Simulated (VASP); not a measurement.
# SnO in VASP: notebook

SnO is run at these levels: PBE; tasks: single point.

Program: VASP 6.6.1. These are calculated values, not measurements. Logs are shortened: lines on timing, memory, paths and dates and some standing lists are left out, and cuts for length are marked.

## 1. The cell of the first run

It takes space group P4/nmm (No. 129, tetragonal). Conventional cell: a = 3.791 Å, b = 3.791 Å, c = 5.161 Å, α = 90.00°, β = 90.00°, γ = 90.00°. Sn (site symmetry 4mm) has 4 O at 2.24 Å within 3.0 Å. O (site symmetry -4m2) has 4 Sn at 2.24 Å and 4 O at 2.68 Å within 3.0 Å.

## 2. Single point, PBE

INCAR

```
SYSTEM = SnO
  ALGO = Normal
  EDIFF = 1E-6
  ENCUT = 520
  GGA = PE
  ISIF = 2
  ISMEAR = 0
  LASPH = .TRUE.
  LCHARG = .TRUE.
  LELF = .TRUE.
  LREAL = .FALSE.
  LVHAR = .TRUE.
  LWAVE = .FALSE.
  NBANDS = 28
  NELM = 80
  PREC = Accurate
  SIGMA = 0.01
```

KPOINTS

```
k-points
0
G
  10 10 8
  0 0 0
```

POSCAR

```
SnO
1.0
    3.7908975680      0.0000000000      0.0000000000
    0.0000000000      3.7908975680      0.0000000000
    0.0000000000      0.0000000000      5.1612054441
Sn O
2 2
Direct
    0.0000000000      0.5000000000      0.2296566000
    0.5000000000      0.0000000000      0.7703434000
    0.5000000000      0.5000000000      0.0000000000
    0.0000000000      0.0000000000      0.0000000000
```

Potentials or basis: VASP PAW PBE potentials, release 64 (Sn_d, O).

Command:

```bash
$ cat potpaw_PBE.64/Sn_d/POTCAR potpaw_PBE.64/O/POTCAR > POTCAR
$ mpirun -np 1 vasp_std > vasp.out
```

OUTCAR:

```text
SYSTEM = SnO
   EDIFF = 1E-6
   ENCUT = 520
   GGA = PE
   ISIF = 2
   ISMEAR = 0
   LASPH = .TRUE.
   LREAL = .FALSE.
   NELM = 80
   PREC = Accurate

 ion  position               nearest neighbor table
   1  0.000  0.500  0.230-   3 2.24   4 2.24   4 2.24   3 2.24   2 3.58   2 3.58   2 3.58   2 3.58

   2  0.500  0.000  0.770-   3 2.24   4 2.24   3 2.24   4 2.24   1 3.58   1 3.58   1 3.58   1 3.58

   3  0.500  0.500  0.000-   1 2.24   2 2.24   2 2.24   1 2.24
   4  0.000  0.000  0.000-   1 2.24   2 2.24   1 2.24   2 2.24

  LATTYP: Found a simple tetragonal cell.
 ALAT       =     3.7908975680
 C/A-ratio  =     1.3614732003

  Lattice vectors:

 A1 = (   3.7908975680,   0.0000000000,   0.0000000000)
 A2 = (   0.0000000000,   3.7908975680,   0.0000000000)
 A3 = (   0.0000000000,   0.0000000000,   5.1612054441)

Analysis of symmetry for initial positions (statically):
=====================================================================
 Subroutine PRICEL returns:
 Original cell was already a primitive cell.

 Routine SETGRP: Setting up the symmetry group for a
 simple tetragonal supercell.

 Subroutine GETGRP returns: Found 16 space group operations
 (whereof  8 operations were pure point group operations)
 out of a pool of 16 trial point group operations.

The static configuration has the point symmetry D_2d.
 The point group associated with its full space group is D_4h.

Analysis of symmetry for dynamics (positions and initial velocities):
=====================================================================
 Subroutine PRICEL returns:
 Original cell was already a primitive cell.

 Routine SETGRP: Setting up the symmetry group for a
 simple tetragonal supercell.

 Subroutine GETGRP returns: Found 16 space group operations
 (whereof  8 operations were pure point group operations)
 out of a pool of 16 trial point group operations.

The dynamic configuration has the point symmetry D_2d.
 The point group associated with its full space group is D_4h.

 Subroutine INISYM returns: Found 16 space group operations
 (whereof  8 operations are pure point group operations),
 and found     1 'primitive' translations

----------------------------------------------------------------------------------------

                                     Primitive cell

  volume of cell :      74.1712

  direct lattice vectors                    reciprocal lattice vectors
     3.790897568  0.000000000  0.000000000     0.263789771  0.000000000  0.000000000
     0.000000000  3.790897568  0.000000000     0.000000000  0.263789771  0.000000000
     0.000000000  0.000000000  5.161205444     0.000000000  0.000000000  0.193753186

  length of vectors
     3.790897568  3.790897568  5.161205444     0.263789771  0.263789771  0.193753186

  position of ions in fractional coordinates (direct lattice)
     0.000000000  0.500000000  0.229656600
     0.500000000  0.000000000  0.770343400
     0.500000000  0.500000000  0.000000000
     0.000000000  0.000000000  0.000000000

  ion indices of the primitive-cell ions
   primitive index   ion index
                 1           1
                 2           2
                 3           3
                 4           4

----------------------------------------------------------------------------------------

 KPOINTS: k-points

Automatic generation of k-mesh.
 Grid dimensions read from file:
 generate k-points for:   10   10    8

 Generating k-lattice:

  Cartesian coordinates                     Fractional coordinates (reciprocal lattice)
     0.026378977  0.000000000  0.000000000     0.100000000  0.000000000  0.000000000
     0.000000000  0.026378977  0.000000000     0.000000000  0.100000000  0.000000000
     0.000000000  0.000000000  0.024219148     0.000000000  0.000000000  0.125000000

  Length of vectors
     0.026378977  0.026378977  0.024219148

  Shift w.r.t. Gamma in fractional coordinates (k-lattice)
     0.000000000  0.000000000  0.000000000

 Subroutine IBZKPT returns following result:
 ===========================================

 Found    105 irreducible k-points:

 Following reciprocal coordinates:
            Coordinates               Weight
  0.000000  0.000000  0.000000      1.000000
  0.100000  0.000000  0.000000      4.000000
  0.200000  0.000000  0.000000      4.000000
  0.300000  0.000000  0.000000      4.000000
  0.400000  0.000000  0.000000      4.000000
  0.500000  0.000000  0.000000      2.000000
[... 16 lines left out ...]
  0.100000  0.000000  0.125000      8.000000
  0.200000  0.000000  0.125000      8.000000
 [... further k-points ...]
   k-points           NKPTS =    105   k-points in BZ     NKDIM =    105   number of bands    NBANDS=     28
   number of dos      NEDOS =    301   number of ions     NIONS =      4
   total plane-waves  NPLWV =  31360
   dimension x,y,z NGX =    28 NGY =   28 NGZ =   40
   dimension x,y,z NGXF=    56 NGYF=   56 NGZF=   80
   ions per type =               2   2
   NGX,Y,Z   is equivalent  to a cutoff of  12.28, 12.28, 12.88 a.u.
   NGXF,Y,Z  is equivalent  to a cutoff of  24.56, 24.56, 25.77 a.u.
 SYSTEM =  SnO
   PREC   = accura    normal or accurate (medium, high low for compatibility)
   ISTART =      0    job   : 0-new  1-cont  2-samecut
   ICHARG =      2    charge: 1-file 2-atom 10-const
   ISPIN  =      1    spin polarized calculation?
   LNONCOLLINEAR =      F non collinear calculations
   LSORBIT =      F    spin-orbit coupling
   LASPH  =      T    aspherical Exc in radial PAW
   ENCUT  =  520.0 eV  38.22 Ry    6.18 a.u.   7.05  7.05  9.60*2*pi/ulx,y,z
   NELM   =     80;   NELMIN=  2; NELMDL= -5     # of ELM steps
   EDIFF  = 0.1E-05   stopping-criterion for ELM
   LREAL  =      F    real-space projection
   EDIFFG = 0.1E-04   stopping-criterion for IOM
   NSW    =      0    number of steps for IOM
   IBRION =     -1    ionic relax: 0-MD 1-quasi-New 2-CG
   NFREE  =      0    steps in history (QN), initial steepest desc. (CG)
   ISIF   =      2    stress and relaxation
   ISYM   =      2    0-nonsym 1-usesym 2-fastsym
   POTIM  = 0.5000    time-step for ionic-motion
   TEBEG  =    0.0;   TEEND  =   0.0 temperature during run
   PSTRESS=    0.0 pullay stress
   NELECT =      40.0000    total number of electrons
   NUPDOWN=      -1.0000    fix difference up-down
   EMIN   =  10.00;   EMAX   =-10.00  energy-range for DOS
   EFERMI =   0.00;   METHOD = LEGACY
   ISMEAR =     0;   SIGMA  =   0.01  broadening in eV -4-tet -1-fermi 0-gaus
   EFERMI_NEDOS =   21; number of points for ismear=-14 and -15
   IALGO  =     38    algorithm
   IMIX   =      4    mixing-type and parameters
     AMIX     =   0.40;   BMIX     =  1.00
     AMIX_MAG =   1.60;   BMIX_MAG =  1.00
  volume/ion in A,a.u.               =      18.54       125.13
  Fermi-wavevector in a.u.,A,eV,Ry     =   1.332549  2.518152 24.159674  1.775686
  Thomas-Fermi vector in A             =   2.461475
   LORBIT       =      0    0 simple, 1 ext, 2 COOP (PROOUT), +10 PAW based schemes
   GGA     = PE    functional components
   LHFCALC =     F    Hartree Fock is set to
   AEXX    =    0.0000 exact exchange contribution
   IVDW    =     0    specifies the selected vdW correction
   LEPSILON=     F    determine dielectric tensor
   LRPA    =     F    only Hartree local field effects (RPA)
 non-spin polarized calculation
 Gauss-broadening in eV      SIGMA  =   0.01
  energy-cutoff  :      520.00
  volume of cell :       74.17
 maximum number of plane-waves:      2017
   NGX = 15   NGY = 15   NGZ = 19

 number of electron      40.0000002 magnetization

 Free energy of the ion-electron system (eV)
  ---------------------------------------------------
  ext. energy  EPLUGINS =         0.00000000
  ---------------------------------------------------
  free energy    TOTEN  =       -22.69387558 eV

  energy without entropy =      -22.69387558  energy(sigma->0) =      -22.69387558

 E-fermi :   6.6348     XC(G=0):  -9.9251

 val. band max:        6.5589184691   @ k =   0.0000   0.0000   0.0000
 cond. band min:       6.8553732107   @ k =   0.5000   0.5000   0.0000
 fundamental gap:      0.2964547416
 Fermi energy:         6.6348410604

 k-point     1 :       0.0000    0.0000    0.0000
  band No.  band energies     occupation
      1     -15.3968      2.00000
      2     -15.0146      2.00000
      3     -14.9878      2.00000
      4     -14.9878      2.00000
      5     -14.9603      2.00000
      6     -14.9368      2.00000
[... 20 lines left out ...]
     27      13.4358      0.00000
     28      13.9096      0.00000

 k-point     2 :       0.1000    0.0000    0.0000
  band No.  band energies     occupation
      1     -15.3920      2.00000
      2     -15.0123      2.00000
      3     -14.9870      2.00000
      4     -14.9864      2.00000
      5     -14.9617      2.00000
      6     -14.9334      2.00000
[... 20 lines left out ...]
     27      13.6321      0.00000
     28      14.7535      0.00000

 k-point     3 :       0.2000    0.0000    0.0000
  band No.  band energies     occupation
      1     -15.3782      2.00000
      2     -15.0403      2.00000
      3     -14.9841      2.00000
      4     -14.9830      2.00000
      5     -14.9764      2.00000
      6     -14.9653      2.00000
[... 20 lines left out ...]
     27      13.8453      0.00000
     28      16.3477      0.00000

 k-point     4 :       0.3000    0.0000    0.0000
  band No.  band energies     occupation
      1     -15.3566      2.00000
      2     -15.1296      2.00000
      3     -14.9794      2.00000
      4     -14.9788      2.00000
      5     -14.9720      2.00000
      6     -14.9697      2.00000
[... 20 lines left out ...]
     27      14.1574      0.00000
     28      17.5067      0.00000

 k-point     5 :       0.4000    0.0000    0.0000
  band No.  band energies     occupation
      1     -15.3251      2.00000
      2     -15.2139      2.00000
      3     -14.9770      2.00000
      4     -14.9734      2.00000
      5     -14.9723      2.00000
      6     -14.9664      2.00000
[... 20 lines left out ...]
     27      14.6106      0.00000
     28      16.3373      0.00000

 k-point     6 :       0.5000    0.0000    0.0000
  band No.  band energies     occupation
      1     -15.2791      2.00000
      2     -15.2791      2.00000
      3     -14.9756      2.00000
      4     -14.9756      2.00000
      5     -14.9671      2.00000
      6     -14.9671      2.00000
[... 463 lines left out ...]
      5     -14.9413      2.00000
      6     -14.9413      2.00000
[... 20 lines left out ...]
     27      14.6373      0.00000
     28      14.6373      0.00000

 k-point    22 :       0.0000    0.0000    0.1250
  band No.  band energies     occupation
      1     -15.3956      2.00000
      2     -15.0159      2.00000
      3     -14.9853      2.00000
      4     -14.9853      2.00000
      5     -14.9594      2.00000
      6     -14.9355      2.00000
[... 20 lines left out ...]
     27      13.3176      0.00000
     28      14.0105      0.00000

 k-point    23 :       0.1000    0.0000    0.1250
  band No.  band energies     occupation
      1     -15.3908      2.00000
      2     -15.0138      2.00000
      3     -14.9848      2.00000
      4     -14.9847      2.00000
      5     -14.9605      2.00000
      6     -14.9328      2.00000
[... 20 lines left out ...]
     27      13.5882      0.00000
     28      14.7840      0.00000

 k-point    24 :       0.2000    0.0000    0.1250
  band No.  band energies     occupation
      1     -15.3775      2.00000
      2     -15.0431      2.00000
      3     -14.9834      2.00000
      4     -14.9825      2.00000
      5     -14.9765      2.00000
      6     -14.9638      2.00000
[... 20 lines left out ...]
     27      13.9050      0.00000
     28      16.3075      0.00000

 [... further k-points ...]

------------------------ aborting loop because EDIFF is reached ----------------------------------------

  FORCE on cell =-STRESS in cart. coord.  units (eV):
  Direction    XX          YY          ZZ          XY          YZ          ZX
  --------------------------------------------------------------------------------------
  -------------------------------------------------------------------------------------
  Total        1.5957470      1.5957470      0.1161428      0.0000000     -0.0000000      0.0000000
  in kB       34.4698483     34.4698483      2.5088097      0.0000000     -0.0000000      0.0000000
  external PRESSURE =      23.8161687 kB  Pullay stress =       0.0000000 kB

 VOLUME and BASIS-vectors are now :
 -----------------------------------------------------------------------------
  energy-cutoff  :      520.00
  volume of cell :       74.17
      direct lattice vectors                 reciprocal lattice vectors
     3.790897568  0.000000000  0.000000000     0.263789771  0.000000000  0.000000000
     0.000000000  3.790897568  0.000000000     0.000000000  0.263789771  0.000000000
     0.000000000  0.000000000  5.161205444     0.000000000  0.000000000  0.193753186

 POSITION                                       TOTAL-FORCE (eV/Angst)
 -----------------------------------------------------------------------------------
      0.00000      1.89545      1.18530        -0.000000      0.000000      0.082679
      1.89545      0.00000      3.97590         0.000000      0.000000     -0.082679
      1.89545      1.89545      0.00000         0.000000      0.000000      0.000000
      0.00000      0.00000      0.00000         0.000000     -0.000000      0.000000
 -----------------------------------------------------------------------------------
    total drift:                                0.000000      0.000000      0.000000

  FREE ENERGIE OF THE ION-ELECTRON SYSTEM (eV)
  ---------------------------------------------------
  free  energy   TOTEN  =       -22.6938755805 eV

  energy  without entropy=      -22.6938755805  energy(sigma->0) =      -22.69387558
```

Run time: 66 s. Hardware: 1 thread of Intel Xeon 6975P-C (Granite Rapids), shared host; peak memory 0.29 GiB.

What came out:

```yaml
Free_energy: -22.6939 eV
Pressure: 2.4 GPa
Largest_force: 0.083 eV/Å
Band_gap_on_the_k_mesh: 0.30 eV (least direct gap 1.97 eV)
```

Forces on the atoms (eV/Å):
```
Sn   0.000  0.000  0.083
Sn   0.000  0.000 -0.083
O    0.000  0.000  0.000
O    0.000  0.000  0.000
```

Stress tensor (GPa, compression positive):
```
3.45 0.00 0.00
0.00 3.45 0.00
0.00 0.00 0.25
```

Levels at points of the mesh, in eV from the valence-band top:
| k point | band 16 | band 17 | band 18 | band 19 | band 20 | band 21 | band 22 | band 23 | band 24 | band 25 |
| --- | --- | --- | --- | --- | --- | --- | --- | --- | --- | --- |
| (0.00, 0.00, 0.00) | -6.08 | -3.42 | -2.98 | -2.98 | 0.00 | 1.97 | 3.89 | 4.90 | 4.90 | 5.35 |
| (0.50, 0.00, 0.00) | -4.98 | -4.66 | -4.66 | -2.63 | -2.63 | 2.82 | 2.82 | 5.76 | 5.76 | 5.97 |
| (0.50, 0.50, 0.00) | -5.14 | -2.34 | -2.34 | -1.95 | -1.95 | 0.30 | 0.30 | 4.28 | 4.28 | 6.49 |
| (0.00, 0.00, 0.50) | -3.57 | -3.46 | -3.00 | -3.00 | -2.38 | 1.89 | 3.26 | 3.26 | 3.91 | 7.41 |
| (0.50, 0.00, 0.50) | -5.28 | -4.64 | -4.64 | -1.80 | -1.80 | 2.22 | 2.22 | 5.61 | 5.61 | 6.39 |
| (0.50, 0.50, 0.50) | -5.44 | -2.51 | -2.51 | -2.34 | -2.34 | 2.36 | 2.36 | 3.49 | 3.49 | 5.52 |

Caveat: spin-orbit coupling is left out, which moves the levels of the heavy elements. A k mesh can miss the band edges.

## 3. Single point, PBE (biaxial strain in the a-b plane: +2.0 %, then relaxed in part)

INCAR

```
PREC = Accurate
ENCUT = 520
EDIFF = 1E-7
ISMEAR = 0
SIGMA = 0.01
LREAL = F
LASPH = T
NELM = 60
ALGO = Normal
ISIF = 2
LWAVE = F
LCHARG = F
GGA = PE
NBANDS = 28
```

KPOINTS

```
regular mesh
0
Gamma
  10 10 8
```

POSCAR

```
SnO
1.0
    3.9456280809      0.0000000000      0.0000000000
    0.0000000000      3.9456280809      0.0000000000
    0.0000000000      0.0000000000      5.0008146213
Sn O
2 2
Direct
    0.0000000000      0.5000000000      0.2264346297
    0.5000000000      0.0000000000      0.7735653703
    0.5000000000      0.5000000000      0.0000000000
    0.0000000000      0.0000000000      0.0000000000
```

Potentials or basis: VASP PAW PBE potentials, release 64 (Sn_d, O).

Command:

```bash
$ cat potpaw_PBE.64/Sn_d/POTCAR potpaw_PBE.64/O/POTCAR > POTCAR
$ mpirun -np 1 vasp_std > vasp.out
```

Run time: 80 s. Hardware: 1 thread of Intel Xeon 6975P-C (Granite Rapids), shared host; peak memory 0.3 GiB.

Results (log left out):

| Property | Result |
| --- | --- |
| Free energy | -22.7005 eV |
| Pressure | -1.7 GPa |
| Largest force | 0.071 eV/Å |
| Band gap on the k mesh | 0.74 eV (least direct gap 1.88 eV) |

Forces on the atoms (eV/Å):
```
Sn   0.000  0.000  0.071
Sn   0.000  0.000 -0.071
O    0.000  0.000  0.000
O    0.000  0.000  0.000
```

Stress tensor (GPa, compression positive):
```
-2.63  0.00  0.00
 0.00 -2.63  0.00
 0.00  0.00  0.16
```

Levels at points of the mesh, in eV from the valence-band top:
| k point | band 17 | band 18 | band 19 | band 20 | band 21 | band 22 | band 23 | band 24 |
| --- | --- | --- | --- | --- | --- | --- | --- | --- |
| (0.00, 0.00, 0.00) | -2.87 | -2.76 | -2.76 | -0.03 | 1.86 | 4.20 | 4.99 | 4.99 |
| (0.50, 0.00, 0.00) | -4.26 | -4.26 | -2.02 | -2.02 | 3.21 | 3.21 | 5.60 | 5.60 |
| (0.50, 0.50, 0.00) | -2.12 | -2.12 | -1.51 | -1.51 | 0.74 | 0.74 | 4.84 | 4.84 |
| (0.00, 0.00, 0.50) | -2.93 | -2.77 | -2.77 | -1.51 | 1.57 | 3.41 | 3.41 | 3.63 |
| (0.50, 0.00, 0.50) | -4.23 | -4.23 | -1.27 | -1.27 | 2.66 | 2.66 | 5.55 | 5.55 |
| (0.50, 0.50, 0.50) | -2.16 | -2.16 | -2.12 | -2.12 | 2.88 | 2.88 | 3.92 | 3.92 |

Caveat: the cell differs from its parent crystal (biaxial strain in the a-b plane: +2.0 %, then relaxed in part); spin-orbit coupling is left out, which moves the levels of the heavy elements.

(Continued in part 2 of 2.)
